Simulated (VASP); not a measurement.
# MgO (P6_3/mmc) in VASP: notebook

MgO is run at these levels: PBE; tasks: relaxation of cell and atoms, single point.

Program: VASP 6.6.1. These are calculated values, not measurements. Logs are shortened: lines on timing, memory, paths and dates and some standing lists are left out, and cuts for length are marked.

**1. The cell of the first run**

It takes space group P6_3/mmc (No. 194, hexagonal). Conventional cell: a = 2.714 Å, b = 2.714 Å, c = 10.401 Å, α = 90.00°, β = 90.00°, γ = 120.00°. Within 2.7 Å of Mg (site symmetry 3m) lie 6 O at 2.02 to 2.05 Å and 1 Mg at 2.64 Å. Within 2.7 Å of O (site symmetry -3m) lie 6 Mg at 2.02 Å. Within 2.7 Å of O (site symmetry -6m2) lie 6 Mg at 2.05 Å.

**2. Relaxation of cell and atoms, PBE**

INCAR

```
SYSTEM = MgO
PREC = Accurate
ENCUT = 600
EDIFF = 1E-6
ISMEAR = 0
SIGMA = 0.1
LREAL = .False.
LASPH = .True.
NELM = 80
ALGO = Normal
ISIF = 3
LWAVE = .False.
LCHARG = .False.
GGA = PE
IBRION = 2
NSW = 90
EDIFFG = -0.04
```

KPOINTS

```
regular mesh
0
Gamma
  6 6 2
  0 0 0
```

POSCAR

```
MgO
1.0
    2.7140303300      0.0000000000      0.0000000000
   -1.3570151700      2.3504192200      0.0000000000
    0.0000000000      0.0000000000     10.4009428200
Mg O
4 4
Direct
    0.6666666700      0.3333333300      0.8771510100
    0.3333333300      0.6666666700      0.1228489900
    0.3333333300      0.6666666700      0.3771510100
    0.6666666700      0.3333333300      0.6228489900
    0.0000000000      0.0000000000      0.0000000000
    0.0000000000      0.0000000000      0.5000000000
    0.6666666700      0.3333333300      0.2500000000
    0.3333333300      0.6666666700      0.7500000000
```

Potentials or basis: VASP PAW PBE potentials, release 64 (Mg, O).

Command:

```console
> cat potpaw_PBE.64/Mg/POTCAR potpaw_PBE.64/O/POTCAR > POTCAR
> mpirun -np 1 vasp_std > vasp.out
```

OUTCAR:

```text
SYSTEM = MgO
   PREC = Accurate
   ENCUT = 600
   EDIFF = 1E-6
   ISMEAR = 0
   LREAL = .False.
   LASPH = .True.
   NELM = 80
   ISIF = 3
   GGA = PE
   IBRION = 2
   NSW = 90
   EDIFFG = -0.04

 ion  position               nearest neighbor table
   1  0.667  0.333  0.877-   5 2.02   5 2.02   5 2.02   8 2.05   8 2.05   8 2.05   4 2.64   2 3.00
                             2 3.00   2 3.00
   2  0.333  0.667  0.123-   5 2.02   5 2.02   5 2.02   7 2.05   7 2.05   7 2.05   3 2.64   1 3.00
                             1 3.00   1 3.00
   3  0.333  0.667  0.377-   6 2.02   6 2.02   6 2.02   7 2.05   7 2.05   7 2.05   2 2.64   4 3.00
                             4 3.00   4 3.00
   4  0.667  0.333  0.623-   6 2.02   6 2.02   6 2.02   8 2.05   8 2.05   8 2.05   1 2.64   3 3.00
                             3 3.00   3 3.00
   5  0.000  0.000  0.000-   1 2.02   2 2.02   1 2.02   2 2.02   1 2.02   2 2.02
   6  0.000  0.000  0.500-   3 2.02   4 2.02   4 2.02   3 2.02   4 2.02   3 2.02
   7  0.667  0.333  0.250-   2 2.05   3 2.05   2 2.05   3 2.05   2 2.05   3 2.05
   8  0.333  0.667  0.750-   1 2.05   4 2.05   1 2.05   4 2.05   1 2.05   4 2.05

  LATTYP: Found a hexagonal cell.
 ALAT       =     2.7140303300
 C/A-ratio  =     3.8322868779

  Lattice vectors:

 A1 = (   2.7140303300,   0.0000000000,   0.0000000000)
 A2 = (  -1.3570151700,   2.3504192200,   0.0000000000)
 A3 = (   0.0000000000,   0.0000000000,  10.4009428200)

Analysis of symmetry for initial positions (statically):
=====================================================================
 Subroutine PRICEL returns:
 Original cell was already a primitive cell.

 Routine SETGRP: Setting up the symmetry group for a
 hexagonal supercell.

 Subroutine GETGRP returns: Found 24 space group operations
 (whereof 12 operations were pure point group operations)
 out of a pool of 24 trial point group operations.

The static configuration has the point symmetry D_3d.
 The point group associated with its full space group is D_6h.

Analysis of symmetry for dynamics (positions and initial velocities):
=====================================================================
 Subroutine PRICEL returns:
 Original cell was already a primitive cell.

 Routine SETGRP: Setting up the symmetry group for a
 hexagonal supercell.

 Subroutine GETGRP returns: Found 24 space group operations
 (whereof 12 operations were pure point group operations)
 out of a pool of 24 trial point group operations.

The dynamic configuration has the point symmetry D_3d.
 The point group associated with its full space group is D_6h.

 Subroutine INISYM returns: Found 24 space group operations
 (whereof 12 operations are pure point group operations),
 and found     1 'primitive' translations

----------------------------------------------------------------------------------------

                                     Primitive cell

  volume of cell :      66.3487

  direct lattice vectors                    reciprocal lattice vectors
     2.714030330  0.000000000  0.000000000     0.368455720  0.212728009  0.000000000
    -1.357015170  2.350419220  0.000000000     0.000000000  0.425456017  0.000000000
     0.000000000  0.000000000 10.400942820     0.000000000  0.000000000  0.096145130

  length of vectors
     2.714030330  2.714030339 10.400942820     0.425456019  0.425456017  0.096145130

  position of ions in fractional coordinates (direct lattice)
     0.666666670  0.333333330  0.877151010
     0.333333330  0.666666670  0.122848990
     0.333333330  0.666666670  0.377151010
     0.666666670  0.333333330  0.622848990
     0.000000000  0.000000000  0.000000000
     0.000000000  0.000000000  0.500000000
     0.666666670  0.333333330  0.250000000
     0.333333330  0.666666670  0.750000000

  ion indices of the primitive-cell ions
   primitive index   ion index
                 1           1
                 2           2
                 3           3
                 4           4
                 5           5
                 6           6
                 7           7
                 8           8

----------------------------------------------------------------------------------------

 KPOINTS: regular mesh

Automatic generation of k-mesh.
 Grid dimensions read from file:
 generate k-points for:    6    6    2

 Generating k-lattice:

  Cartesian coordinates                     Fractional coordinates (reciprocal lattice)
     0.061409287  0.035454668  0.000000000     0.166666667  0.000000000  0.000000000
     0.000000000  0.070909336  0.000000000     0.000000000  0.166666667  0.000000000
     0.000000000  0.000000000  0.048072565     0.000000000  0.000000000  0.500000000

  Length of vectors
     0.070909336  0.070909336  0.048072565

  Shift w.r.t. Gamma in fractional coordinates (k-lattice)
     0.000000000  0.000000000  0.000000000

 Subroutine IBZKPT returns following result:
 ===========================================

 Found     14 irreducible k-points:

 Following reciprocal coordinates:
            Coordinates               Weight
  0.000000  0.000000  0.000000      1.000000
  0.166667  0.000000  0.000000      6.000000
  0.333333  0.000000  0.000000      6.000000
  0.500000  0.000000  0.000000      3.000000
  0.166667  0.166667  0.000000      6.000000
  0.333333  0.166667  0.000000     12.000000
  0.333333  0.333333  0.000000      2.000000
  0.000000  0.000000  0.500000      1.000000
  0.166667  0.000000  0.500000      6.000000
  0.333333  0.000000  0.500000      6.000000
  0.500000  0.000000  0.500000      3.000000
  0.166667  0.166667  0.500000      6.000000
  0.333333  0.166667  0.500000     12.000000
  0.333333  0.333333  0.500000      2.000000
   k-points           NKPTS =     14   k-points in BZ     NKDIM =     14   number of bands    NBANDS=     21
   number of dos      NEDOS =    301   number of ions     NIONS =      8
   total plane-waves  NPLWV =  48384
   dimension x,y,z NGX =    24 NGY =   24 NGZ =   84
   dimension x,y,z NGXF=    48 NGYF=   48 NGZF=  168
   ions per type =               4   4
   NGX,Y,Z   is equivalent  to a cutoff of  14.70, 14.70, 13.43 a.u.
   NGXF,Y,Z  is equivalent  to a cutoff of  29.40, 29.40, 26.85 a.u.
 SYSTEM =  MgO
   PREC   = accura    normal or accurate (medium, high low for compatibility)
   ISTART =      0    job   : 0-new  1-cont  2-samecut
   ICHARG =      2    charge: 1-file 2-atom 10-const
   ISPIN  =      1    spin polarized calculation?
   LNONCOLLINEAR =      F non collinear calculations
   LSORBIT =      F    spin-orbit coupling
   LASPH  =      T    aspherical Exc in radial PAW
   ENCUT  =  600.0 eV  44.10 Ry    6.64 a.u.   5.42  5.42 20.77*2*pi/ulx,y,z
   NELM   =     80;   NELMIN=  2; NELMDL= -5     # of ELM steps
   EDIFF  = 0.1E-05   stopping-criterion for ELM
   LREAL  =      F    real-space projection
   EDIFFG = -.4E-01   stopping-criterion for IOM
   NSW    =     90    number of steps for IOM
   IBRION =      2    ionic relax: 0-MD 1-quasi-New 2-CG
   NFREE  =      1    steps in history (QN), initial steepest desc. (CG)
   ISIF   =      3    stress and relaxation
   ISYM   =      2    0-nonsym 1-usesym 2-fastsym
   POTIM  = 0.5000    time-step for ionic-motion
   TEBEG  =    0.0;   TEEND  =   0.0 temperature during run
   PSTRESS=    0.0 pullay stress
   NELECT =      32.0000    total number of electrons
   NUPDOWN=      -1.0000    fix difference up-down
   EMIN   =  10.00;   EMAX   =-10.00  energy-range for DOS
   EFERMI =   0.00;   METHOD = LEGACY
   ISMEAR =     0;   SIGMA  =   0.10  broadening in eV -4-tet -1-fermi 0-gaus
   EFERMI_NEDOS =   21; number of points for ismear=-14 and -15
   IALGO  =     38    algorithm
   IMIX   =      4    mixing-type and parameters
     AMIX     =   0.40;   BMIX     =  1.00
     AMIX_MAG =   1.60;   BMIX_MAG =  1.00
  volume/ion in A,a.u.               =       8.29        55.97
  Fermi-wavevector in a.u.,A,eV,Ry     =   1.283849  2.426123 22.426047  1.648268
  Thomas-Fermi vector in A             =   2.416077
   LORBIT       =      0    0 simple, 1 ext, 2 COOP (PROOUT), +10 PAW based schemes
   GGA     = PE    functional components
   LHFCALC =     F    Hartree Fock is set to
   AEXX    =    0.0000 exact exchange contribution
   IVDW    =     0    specifies the selected vdW correction
   LEPSILON=     F    determine dielectric tensor
   LRPA    =     F    only Hartree local field effects (RPA)
 conjugate gradient relaxation of ions
 non-spin polarized calculation
 Gauss-broadening in eV      SIGMA  =   0.10
  energy-cutoff  :      600.00
  volume of cell :       66.35
 maximum number of plane-waves:      2262
 NGX is ok and might be reduce to    24
   NGX = 11   NGY = 11   NGZ = 41

--------------------------------------- Ionic step        1  -------------------------------------------

 number of electron      31.9999977 magnetization

 Free energy of the ion-electron system (eV)
  ---------------------------------------------------
  ext. energy  EPLUGINS =         0.00000000
  ---------------------------------------------------
  free energy    TOTEN  =       -45.14233679 eV

  energy without entropy =      -45.14233679  energy(sigma->0) =      -45.14233679

------------------------ aborting loop because EDIFF is reached ----------------------------------------

  FORCE on cell =-STRESS in cart. coord.  units (eV):
  Direction    XX          YY          ZZ          XY          YZ          ZX
  --------------------------------------------------------------------------------------
  -------------------------------------------------------------------------------------
  Total       20.8399702     20.8399703     -3.8310221     -0.0000000      0.0000000     -0.0000000
  in kB      503.2397528    503.2397560    -92.5108140     -0.0000011      0.0000000     -0.0000000
  external PRESSURE =     304.6562316 kB  Pullay stress =       0.0000000 kB
[... 195 lines left out ...]
  energy  without entropy=      -47.0295624682  energy(sigma->0) =      -47.02956247

--------------------------------------- Ionic step        6  -------------------------------------------

 number of electron      32.0000012 magnetization

 Free energy of the ion-electron system (eV)
  ---------------------------------------------------
  ext. energy  EPLUGINS =         0.00000000
  ---------------------------------------------------
  free energy    TOTEN  =       -47.02971641 eV

  energy without entropy =      -47.02971641  energy(sigma->0) =      -47.02971641

 E-fermi :   3.6057     XC(G=0): -10.9093

 val. band max:        3.1433215663   @ k =   0.0000   0.0000   0.0000
 cond. band min:       7.3189338229   @ k =   0.0000   0.0000   0.0000
 fundamental gap:      4.1756122566
 Fermi energy:         3.6056802900

 k-point     1 :       0.0000    0.0000    0.0000
  band No.  band energies     occupation
      1     -14.2219      2.00000
      2     -13.9151      2.00000
      3     -13.3726      2.00000
      4     -12.9791      2.00000
      5      -1.6546      2.00000
      6       0.0252      2.00000
[... 360 lines left out ...]
  FREE ENERGIE OF THE ION-ELECTRON SYSTEM (eV)
  ---------------------------------------------------
  free  energy   TOTEN  =       -47.0297164078 eV

  energy  without entropy=      -47.0297164078  energy(sigma->0) =      -47.02971641

 reached required accuracy - stopping structural energy minimisation
```

Wall time 58 s (1 thread of Intel Xeon 6975P-C (Granite Rapids), shared host); peak memory 0.22 GiB.

What came out:

```
Free energy                            : -47.0297 eV
Relaxed volume                         : 9.67 Å³/atom
Relaxed cell                           : a = 2.978 Å, b = 2.978 Å, c = 10.066 Å, α = 90.00°, β = 90.00°, γ = 120.00°
Space group after relaxing (to 0.05 Å) : P6_3/mmc (No. 194)
Energy gained by relaxing              : 235.9 meV/atom
Ionic steps                            : 6
Pressure after relaxing                : -0.2 GPa
Largest force after relaxing           : 0.025 eV/Å
Band gap on the k mesh                 : 4.18 eV, direct
```

Forces on the atoms (eV/Å):
```
Mg   0.000  0.000 -0.025
Mg   0.000  0.000  0.025
Mg   0.000  0.000 -0.025
Mg   0.000  0.000  0.025
O    0.000  0.000  0.000
O    0.000  0.000  0.000
O    0.000  0.000  0.000
O    0.000  0.000  0.000
```

Stress tensor (GPa, compression positive):
```
-0.20  0.00  0.00
 0.00 -0.20  0.00
 0.00  0.00 -0.31
```

The path:
```tsv
step	energy change (eV)	largest force (eV/Å)	pressure (GPa)	volume (Å³)
1	0.0000	0.2738	30.47	66.35
2	-1.7075	0.6897	-8.07	82.13
3	-1.8489	0.4553	-1.72	78.09
4	-1.8492	0.4694	-2.16	78.33
5	-1.8872	0.0575	-0.10	77.27
6	-1.8874	0.0246	-0.24	77.33
```

Final structure:
```
Mg O
1.0
     2.97838    0.00000    0.00000
    -1.48919    2.57935    0.00000
     0.00000    0.00000   10.06622
Mg O
4 4
Direct
  0.66667 0.33333 0.87814
  0.33333 0.66667 0.12186
  0.33333 0.66667 0.37814
  0.66667 0.33333 0.62186
  0.00000 0.00000 0.00000
  0.00000 0.00000 0.50000
  0.66667 0.33333 0.25000
  0.33333 0.66667 0.75000
```

Caveat: the k points lie up to 0.41 Å⁻¹ apart in the final cell; the volume moved by over 15 % at a fixed basis, so the end points are rough.

**3. Single point, PBE**

This run uses another cell than the first one, of 9.70 Å³/atom, 1.170 times its volume.

INCAR

```
SYSTEM = MgO
PREC = Accurate
ENCUT = 520
EDIFF = 1E-6
ISMEAR = 0
SIGMA = 0.02
LREAL = .FALSE.
LASPH = .TRUE.
NELM = 80
ALGO = Normal
ISIF = 2
LWAVE = .FALSE.
LCHARG = .FALSE.
GGA = PE
NBANDS = 26
```

KPOINTS

```
Automatic mesh
0
G
  12 12 4
  0 0 0
```

POSCAR

```
MgO
1.0
    2.9819920370      0.0000000000      0.0000000000
   -1.4909960185      2.5824808579      0.0000000000
    0.0000000000      0.0000000000     10.0777084887
Mg O
4 4
Direct
    0.6666666667      0.3333333333      0.8780532827
    0.3333333333      0.6666666667      0.1219467173
    0.3333333333      0.6666666667      0.3780532827
    0.6666666667      0.3333333333      0.6219467173
    0.0000000000      0.0000000000      0.0000000000
    0.0000000000      0.0000000000      0.5000000000
    0.6666666667      0.3333333333      0.2500000000
    0.3333333333      0.6666666667      0.7500000000
```

Potentials or basis: VASP PAW PBE potentials, release 64 (Mg, O).

Command:

```console
> cat potpaw_PBE.64/Mg/POTCAR potpaw_PBE.64/O/POTCAR > POTCAR
> mpirun -np 1 vasp_std > vasp.out
```

Run time: 50 s. Hardware: 1 thread of Intel Xeon 6975P-C (Granite Rapids), shared host; peak memory 0.24 GiB.

The run converged. Its results:

* Free energy: -47.0384 eV
* Pressure: -0.7 GPa
* Largest force: 0.003 eV/Å
* Band gap on the k mesh: 4.15 eV, direct

Forces on the atoms (eV/Å):
```
Mg   0.000  0.000  0.003
Mg   0.000  0.000 -0.003
Mg   0.000  0.000  0.003
Mg   0.000  0.000 -0.003
O    0.000  0.000  0.000
O    0.000  0.000  0.000
O    0.000  0.000  0.000
O    0.000  0.000  0.000
```

Levels at points of the mesh, in eV from the valence-band top:
```csv
k point,band 14,band 15,band 16,band 17,band 18,band 19
"(0.00, 0.00, 0.00)",-0.12,0.00,0.00,4.15,6.44,6.68
"(0.50, 0.00, 0.00)",-1.01,-0.80,-0.66,7.48,8.47,9.28
"(0.00, 0.00, 0.50)",-0.05,-0.05,-0.05,5.06,5.06,7.48
"(0.50, 0.00, 0.50)",-1.37,-0.72,-0.72,8.06,8.06,9.47
```

A k mesh can miss the band edges. As with any semilocal functional, this PBE gap is likely too small.
